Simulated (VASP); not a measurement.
A run of VASP 6.6.1:

File INCAR:

```
SYSTEM = InSb
PREC = Accurate ; ENCUT = 520
EDIFF = 1E-6 ; ISMEAR = -1
SIGMA = 0.1 ; LREAL = .False.
LASPH = .True. ; NELM = 80
ALGO = Normal ; ISIF = 2
LWAVE = .False. ; LCHARG = .True.
GGA = PS ; LELF = .True.
LVHAR = .True. ; NBANDS = 16
```

The input KPOINTS:

```
Automatic mesh
0
Gamma
  12 12 12
  0 0 0
```

POSCAR

```
InSb
1.0
    0.0000000000      3.2600996211      3.2600996211
    3.2600996211      0.0000000000      3.2600996211
    3.2600996211      3.2600996211      0.0000000000
In Sb
1 1
Direct
    0.0000000000      0.0000000000      0.0000000000
    0.7500000000      0.7500000000      0.7500000000
```

Potentials or basis: VASP PAW PBE potentials, release 64 (In_d, Sb).

Run with:

```console
$ cat potpaw_PBE.64/In_d/POTCAR potpaw_PBE.64/Sb/POTCAR > POTCAR
$ mpirun -np 1 vasp_std > vasp.out
```

Hardware: 1 thread of AMD EPYC 7R13 Processor (Zen 3) (shared host).

Task: Estimate the wall time of this run.

Result: Wall time 54 s on 1 thread of AMD EPYC 7R13 Processor (Zen 3), on a shared host, peak memory 0.22 GiB. Counts: scf iterations 12, k points 72.
